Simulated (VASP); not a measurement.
# Al32O in VASP: single point with PBE+D3(BJ)

Aim: the single point of Al32O with PBE+D3(BJ).

All numbers are computed with VASP 6.6.1; they aren't measurements. Logs are shortened: lines on timing, memory, paths and dates and some standing lists are left out, and cuts for length are marked.

## Step 1: The cell of the first run

The cell holds a slab with vacuum, 33 atoms: a = 5.629 Å, b = 5.629 Å, c = 33.555 Å, α = 90.00°, β = 90.00°, γ = 120.00°.

## Step 2: Single point, PBE+D3(BJ)

Input file INCAR:

```
ALGO = Normal
DIPOL = 0.5 0.5 0.370
EDIFF = 1E-7
ENCUT = 520
GGA = PE
IDIPOL = 3
ISIF = 2
ISMEAR = 0
IVDW = 12
LASPH = True
LCHARG = False
LDIPOL = True
LREAL = Auto
LWAVE = False
NBANDS = 73
NELM = 80
PREC = Accurate
SIGMA = 0.1
```

Input file KPOINTS:

```
k-points
0
Gamma
  6 6 1
```

Input file POSCAR:

```
Al32O
1.0
    5.6288445222      0.0000000000      0.0000000000
   -2.8144222611      4.8747223502      0.0000000000
    0.0000000000      0.0000000000     33.5549453352
Al O
32 1
Direct
    0.1666666667      0.3333333333      0.1192074658
    0.1666666667      0.8333333333      0.1192074658
    0.6666666667      0.3333333333      0.1192074658
    0.6666666667      0.8333333333      0.1192074658
    0.0000000000      0.0000000000      0.1880575786
    0.0000000000      0.5000000000      0.1880575786
    0.5000000000      0.0000000000      0.1880575786
    0.5000000000      0.5000000000      0.1880575786
    0.3333333333      0.1666666667      0.2569076914
    0.3333333333      0.6666666667      0.2569076914
    0.8333333333      0.1666666667      0.2569076914
    0.8333333333      0.6666666667      0.2569076914
    0.0000000000      0.0000000000      0.3257578042
    0.0000000000      0.5000000000      0.3257578042
    0.5000000000      0.0000000000      0.3257578042
    0.5000000000      0.5000000000      0.3257578042
    0.1666666667      0.3333333333      0.3941383343
    0.1666666667      0.8333333333      0.3941383343
    0.6666666667      0.3333333333      0.3941383343
    0.6666666667      0.8333333333      0.3941383343
    0.0000000000      0.0000000000      0.4632563468
    0.0000000000      0.5000000000      0.4632563468
    0.5000000000      0.0000000000      0.4632563468
    0.5000000000      0.5000000000      0.4632563468
    0.3333333333      0.1666666667      0.5326957441
    0.3333333333      0.6666666667      0.5326957441
    0.8333333333      0.1666666667      0.5326957441
    0.8333333333      0.6666666667      0.5326957441
    0.0000000000      0.0000000000      0.6036351761
    0.0000000000      0.5000000000      0.6036351761
    0.5000000000      0.0000000000      0.6036351761
    0.5000000000      0.5000000000      0.6036351761
    0.0000000000      0.2500000000      0.6781398422
```

Potentials or basis: VASP PAW PBE potentials, release 64 (Al, O).

Command:

```console
$ cat potpaw_PBE.64/Al/POTCAR potpaw_PBE.64/O/POTCAR > POTCAR
$ mpirun -np 1 vasp_std > vasp.out
```

OUTCAR:

```text
EDIFF = 1E-7
   ENCUT = 520
   GGA = PE
   ISIF = 2
   ISMEAR = 0
   IVDW = 12
   LASPH = True
   LREAL = Auto
   NELM = 80
   PREC = Accurate
 IVDW          = 12

 ion  position               nearest neighbor table
   1  0.167  0.333  0.119-   3 2.81   3 2.81   4 2.81   2 2.81   2 2.81   4 2.81   8 2.82   5 2.82
                             6 2.82
   2  0.167  0.833  0.119-   4 2.81   4 2.81   1 2.81   1 2.81   3 2.81   3 2.81   7 2.82   6 2.82
                             5 2.82
   3  0.667  0.333  0.119-   1 2.81   1 2.81   4 2.81   4 2.81   2 2.81   2 2.81   6 2.82   7 2.82
                             8 2.82
   4  0.667  0.833  0.119-   2 2.81   2 2.81   3 2.81   3 2.81   1 2.81   1 2.81   5 2.82   8 2.82
                             7 2.82
   5  0.000  0.000  0.188-   7 2.81   7 2.81   8 2.81   6 2.81   6 2.81   8 2.81   9 2.82   4 2.82
                            12 2.82   1 2.82   2 2.82  11 2.82
   6  0.000  0.500  0.188-   8 2.81   8 2.81   5 2.81   5 2.81   7 2.81   7 2.81  10 2.82   3 2.82
                            11 2.82   2 2.82  12 2.82   1 2.82
   7  0.500  0.000  0.188-   5 2.81   5 2.81   8 2.81   8 2.81   6 2.81   6 2.81  11 2.82   2 2.82
                             3 2.82  10 2.82   9 2.82   4 2.82
   8  0.500  0.500  0.188-   6 2.81   6 2.81   7 2.81   7 2.81   5 2.81   5 2.81  12 2.82   1 2.82
                             4 2.82   9 2.82   3 2.82  10 2.82
   9  0.333  0.167  0.257-  11 2.81  11 2.81  12 2.81  10 2.81  10 2.81  12 2.81  13 2.82   5 2.82
[... 32 lines left out ...]
                            23 2.84  29 2.88  32 2.88  31 2.88
  26  0.333  0.667  0.533-  28 2.81  28 2.81  25 2.81  25 2.81  27 2.81  27 2.81  22 2.84  23 2.84
                            24 2.84  30 2.88  31 2.88  32 2.88
  27  0.833  0.167  0.533-  25 2.81  25 2.81  28 2.81  28 2.81  26 2.81  26 2.81  23 2.84  22 2.84
                            21 2.84  31 2.88  30 2.88  29 2.88
  28  0.833  0.667  0.533-  26 2.81  26 2.81  27 2.81  27 2.81  25 2.81  25 2.81  24 2.84  21 2.84
                            22 2.84  32 2.88  29 2.88  30 2.88
  29  0.000  0.000  0.604-  31 2.81  31 2.81  32 2.81  30 2.81  30 2.81  32 2.81  25 2.88  28 2.88
                            27 2.88
  30  0.000  0.500  0.604-  32 2.81  32 2.81  29 2.81  29 2.81  31 2.81  31 2.81  26 2.88  27 2.88
                            28 2.88
  31  0.500  0.000  0.604-  29 2.81  29 2.81  32 2.81  32 2.81  30 2.81  30 2.81  27 2.88  26 2.88
                            25 2.88
  32  0.500  0.500  0.604-  30 2.81  30 2.81  31 2.81  31 2.81  29 2.81  29 2.81  28 2.88  25 2.88
                            26 2.88
  33  0.000  0.250  0.678-

  LATTYP: Found a hexagonal cell.
 ALAT       =     5.6288445222
 C/A-ratio  =     5.9612492764

  Lattice vectors:

 A1 = (   5.6288445222,   0.0000000000,   0.0000000000)
 A2 = (  -2.8144222611,   4.8747223502,   0.0000000000)
 A3 = (   0.0000000000,   0.0000000000,  33.5549453352)

Analysis of symmetry for initial positions (statically):
=====================================================================
 Subroutine PRICEL returns:
 Original cell was already a primitive cell.

 Routine SETGRP: Setting up the symmetry group for a
 hexagonal supercell.

 Subroutine GETGRP returns: Found  2 space group operations
 (whereof  1 operations were pure point group operations)
 out of a pool of 24 trial point group operations.

The static configuration has the point symmetry C_1 .
 The point group associated with its full space group is C_1h.

Analysis of symmetry for dynamics (positions and initial velocities):
=====================================================================
 Subroutine PRICEL returns:
 Original cell was already a primitive cell.

 Routine SETGRP: Setting up the symmetry group for a
 hexagonal supercell.

 Subroutine GETGRP returns: Found  2 space group operations
 (whereof  1 operations were pure point group operations)
 out of a pool of 24 trial point group operations.

The dynamic configuration has the point symmetry C_1 .
 The point group associated with its full space group is C_1h.

 Subroutine INISYM returns: Found  2 space group operations
 (whereof  1 operations are pure point group operations),
 and found     1 'primitive' translations

----------------------------------------------------------------------------------------

                                     Primitive cell

  volume of cell :     920.7160

  direct lattice vectors                    reciprocal lattice vectors
     5.628844522  0.000000000  0.000000000     0.177656355  0.102569944  0.000000000
    -2.814422261  4.874722350  0.000000000     0.000000000  0.205139889  0.000000000
     0.000000000  0.000000000 33.554945335     0.000000000  0.000000000  0.029801866

  length of vectors
     5.628844522  5.628844522 33.554945335     0.205139889  0.205139889  0.029801866

  position of ions in fractional coordinates (direct lattice)
[... 101 lines left out ...]
  0.333333  0.000000  0.000000      2.000000
  0.000000  0.333333  0.000000      4.000000
  0.500000  0.000000  0.000000      1.000000
  0.000000  0.500000  0.000000      2.000000
  0.166667  0.166667  0.000000      4.000000
 -0.166667  0.333333  0.000000      2.000000
  0.333333  0.166667  0.000000      4.000000
 -0.166667  0.500000  0.000000      4.000000
  0.500000  0.333333  0.000000      4.000000
  0.333333  0.333333  0.000000      2.000000
   k-points           NKPTS =     13   k-points in BZ     NKDIM =     13   number of bands    NBANDS=     73
   number of dos      NEDOS =    301   number of ions     NIONS =     33
   total plane-waves  NPLWV = 441000
   dimension x,y,z NGX =    42 NGY =   42 NGZ =  250
   dimension x,y,z NGXF=    84 NGYF=   84 NGZF=  500
   ions per type =              32   1
   NGX,Y,Z   is equivalent  to a cutoff of  12.40, 12.40, 12.39 a.u.
   NGXF,Y,Z  is equivalent  to a cutoff of  24.81, 24.81, 24.77 a.u.
 SYSTEM =  unknown system
   PREC   = accura    normal or accurate (medium, high low for compatibility)
   ISTART =      0    job   : 0-new  1-cont  2-samecut
   ICHARG =      2    charge: 1-file 2-atom 10-const
   ISPIN  =      1    spin polarized calculation?
   LNONCOLLINEAR =      F non collinear calculations
   LSORBIT =      F    spin-orbit coupling
   LASPH  =      T    aspherical Exc in radial PAW
   ENCUT  =  520.0 eV  38.22 Ry    6.18 a.u.  10.47 10.47 62.39*2*pi/ulx,y,z
   NELM   =     80;   NELMIN=  2; NELMDL= -5     # of ELM steps
   EDIFF  = 0.1E-06   stopping-criterion for ELM
   LREAL  =      T    real-space projection
   EDIFFG = 0.1E-05   stopping-criterion for IOM
   NSW    =      0    number of steps for IOM
   IBRION =     -1    ionic relax: 0-MD 1-quasi-New 2-CG
   NFREE  =      0    steps in history (QN), initial steepest desc. (CG)
   ISIF   =      2    stress and relaxation
   ISYM   =      2    0-nonsym 1-usesym 2-fastsym
   POTIM  = 0.5000    time-step for ionic-motion
   TEBEG  =    0.0;   TEEND  =   0.0 temperature during run
   PSTRESS=    0.0 pullay stress
   NELECT =     102.0000    total number of electrons
   NUPDOWN=      -1.0000    fix difference up-down
   EMIN   =  10.00;   EMAX   =-10.00  energy-range for DOS
   EFERMI =   0.00;   METHOD = LEGACY
   ISMEAR =     0;   SIGMA  =   0.10  broadening in eV -4-tet -1-fermi 0-gaus
   EFERMI_NEDOS =   21; number of points for ismear=-14 and -15
   IALGO  =     38    algorithm
   IMIX   =      4    mixing-type and parameters
     AMIX     =   0.40;   BMIX     =  1.00
     AMIX_MAG =   1.60;   BMIX_MAG =  1.00
  volume/ion in A,a.u.               =      27.90       188.28
  Fermi-wavevector in a.u.,A,eV,Ry     =   0.786260  1.485816  8.411193  0.618205
  Thomas-Fermi vector in A             =   1.890763
   LORBIT       =      0    0 simple, 1 ext, 2 COOP (PROOUT), +10 PAW based schemes
   GGA     = PE    functional components
   LHFCALC =     F    Hartree Fock is set to
   AEXX    =    0.0000 exact exchange contribution
   IVDW    =    12    specifies the selected vdW correction
   LEPSILON=     F    determine dielectric tensor
   LRPA    =     F    only Hartree local field effects (RPA)
 non-spin polarized calculation
 Gauss-broadening in eV      SIGMA  =   0.10
  energy-cutoff  :      520.00
  volume of cell :      920.72
 maximum number of plane-waves:     24893
 NGX is ok and might be reduce to    42
   NGX = 21   NGY = 21   NGZ =125

 dipolmoment           0.000000      0.000000     -0.358885 electrons x Angstroem

 number of electron     102.0000001 magnetization

 dipolmoment           0.000000      0.000000      0.520897 electrons x Angstroem

 Free energy of the ion-electron system (eV)
  ---------------------------------------------------
  ext. energy  EPLUGINS =         0.00000000
  ---------------------------------------------------
  free energy    TOTEN  =      -119.85291319 eV

  energy without entropy =     -119.76948027  energy(sigma->0) =     -119.81119673

 E-fermi :   2.1540     XC(G=0):  -6.4237

 val. band max:        2.1470395394   @ k =  -0.1667   0.3333   0.0000
 cond. band min:       2.1625310727   @ k =   0.1667   0.0000   0.0000
 fundamental gap:      0.0154915332
 Fermi energy:         2.1539562317

 k-point     1 :       0.0000    0.0000    0.0000
  band No.  band energies     occupation
      1     -12.8516      2.00000
      2      -9.0856      2.00000
      3      -8.7637      2.00000
      4      -8.2787      2.00000
      5      -7.5935      2.00000
      6      -6.7554      2.00000
[... 847 lines left out ...]
     62       4.8194      0.00000
     63       4.8403      0.00000
 [bands above 63 left out]

------------------------ aborting loop because EDIFF is reached ----------------------------------------

 vacuum level on the upper side and lower side of the slab       (xc-potential included)         1.595        -1.778

 Edisp (eV)   -9.86645

 E8    (eV) :    -4.4762

  FORCE on cell =-STRESS in cart. coord.  units (eV):
  Direction    XX          YY          ZZ          XY          YZ          ZX
  --------------------------------------------------------------------------------------
  -------------------------------------------------------------------------------------
  Total      -4.52260    -4.93434    -8.51762     0.35658     0.07163     0.12406
  in kB      -7.86996    -8.58646   -14.82188     0.62050     0.12464     0.21589
  external pressure =      -10.43 kB  Pullay stress =        0.00 kB

 VOLUME and BASIS-vectors are now :
 -----------------------------------------------------------------------------
  energy-cutoff  :      520.00
  volume of cell :      920.72
      direct lattice vectors                 reciprocal lattice vectors
     5.628844522  0.000000000  0.000000000     0.177656355  0.102569944  0.000000000
    -2.814422261  4.874722350  0.000000000     0.000000000  0.205139889  0.000000000
     0.000000000  0.000000000 33.554945335     0.000000000  0.000000000  0.029801866

 POSITION                                       TOTAL-FORCE (eV/Angst)
 -----------------------------------------------------------------------------------
      0.00000      1.62491      4.00000         0.024762      0.014296     -0.074822
     -1.40721      4.06227      4.00000         0.001384      0.000799     -0.101595
      2.81442      1.62491      4.00000        -0.022708      0.014458     -0.093956
      1.40721      4.06227      4.00000         0.001167     -0.026895     -0.093956
      0.00000      0.00000      6.31026         0.012474     -0.007378      0.089441
     -1.40721      2.43736      6.31026        -0.000153      0.014492      0.089441
[... 25 lines left out ...]
      1.40721      2.43736     20.25495        -0.041911     -0.024197      0.256899
     -0.70361      1.21868     22.75495         0.027332      0.015780     -3.237941
 -----------------------------------------------------------------------------------
    total drift:                                0.000096      0.000055      0.016335

  FREE ENERGIE OF THE ION-ELECTRON SYSTEM (eV)
  ---------------------------------------------------
  free  energy   TOTEN  =      -129.7193645580 eV

  energy  without entropy=     -129.6359316474  energy(sigma->0) =     -129.67764810

 vacuum level on the upper side and lower side of the slab         9.613         6.180
```

It took 34 min on 1 thread of Intel Xeon 6975P-C (Granite Rapids), shared host; peak memory 1.1 GiB.

Results:

```yaml
Free_energy: -129.7194 eV
Largest_force: 3.238 eV/Å
Band_gap_on_the_k_mesh: zero (bands 51 and 52 overlap by 0.98 eV)
Dispersion_energy_per_atom: -0.299 eV
```

Forces on the atoms (eV/Å):
```
Al   0.025  0.014 -0.075
Al   0.001  0.001 -0.102
Al  -0.023  0.014 -0.094
Al   0.001 -0.027 -0.094
Al   0.012 -0.007  0.089
Al   0.000  0.014  0.089
Al  -0.011 -0.006  0.091
Al  -0.002 -0.001  0.086
Al   0.012 -0.002  0.003
Al   0.004  0.011  0.003
Al  -0.016 -0.009 -0.004
Al  -0.001 -0.001  0.001
Al   0.003 -0.009  0.010
Al  -0.006  0.007  0.010
Al  -0.004 -0.002  0.003
Al   0.008  0.004  0.005
Al  -0.008 -0.004  0.020
Al  -0.008 -0.005  0.031
Al   0.007 -0.002  0.029
Al   0.001  0.007  0.029
Al  -0.025  0.028  0.005
Al   0.012 -0.036  0.005
Al   0.028  0.016  0.008
Al  -0.015 -0.009 -0.014
Al  -0.041  0.013 -0.033
Al  -0.009 -0.042 -0.033
Al   0.026  0.015  0.099
Al  -0.003 -0.002 -0.070
Al  -0.200  0.317  1.296
Al   0.174 -0.332  1.296
Al   0.071  0.041  0.290
Al  -0.042 -0.024  0.257
O    0.027  0.016 -3.238
```
